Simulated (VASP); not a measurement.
Yb: single point with PBE

The system is Yb.

```
CELL_PARAMETERS angstrom
3.38756 0.00000 0.00000
0.00000 3.38756 0.00000
0.00000 0.00000 3.38756
ATOMIC_POSITIONS crystal
Yb 0.00000 0.00000 0.00000
```

This isn't the form of Yb at room conditions, which is fcc.

```
Program             : VASP 6.6.1
Task                : single point
Functional          : PBE
Potentials or basis : VASP PAW PBE potentials, release 64 (Yb)
Cutoff              : 520 eV
k mesh              : 10 × 10 × 10
Occupations         : fermi-dirac, width 0.05 eV
Spin                : no spin polarisation
```

The pressure is -0.2 GPa and the band gap on the k mesh is zero (bands 12 and 13 overlap by 0.70 eV).

Levels at points of the mesh, in eV from the Fermi level:
| k point | band 8 | band 9 | band 10 | band 11 | band 12 | band 13 | band 14 | band 15 | band 16 | band 17 |
| --- | --- | --- | --- | --- | --- | --- | --- | --- | --- | --- |
| (0.00, 0.00, 0.00) | -0.35 | -0.33 | -0.33 | -0.33 | -0.27 | 0.73 | 0.73 | 6.62 | 6.62 | 6.62 |
| (0.50, 0.00, 0.00) | -0.34 | -0.34 | -0.29 | -0.25 | -0.25 | -0.02 | 1.49 | 3.97 | 3.97 | 6.91 |
| (0.50, 0.50, 0.00) | -0.34 | -0.34 | -0.32 | -0.26 | -0.25 | 0.65 | 3.24 | 3.24 | 4.58 | 4.58 |
| (0.50, 0.50, 0.50) | -0.37 | -0.27 | -0.27 | -0.27 | 0.53 | 0.53 | 0.53 | 5.88 | 7.07 | 7.07 |

It took 5.1 min on 1 thread of Intel Xeon 8259CL, on a shared host, peak memory 0.19 GiB.

Caveat: spin-orbit coupling is left out, which moves the levels of the heavy elements. Spin polarisation is off, so any magnetic state and its effect on volume and gap are missing.
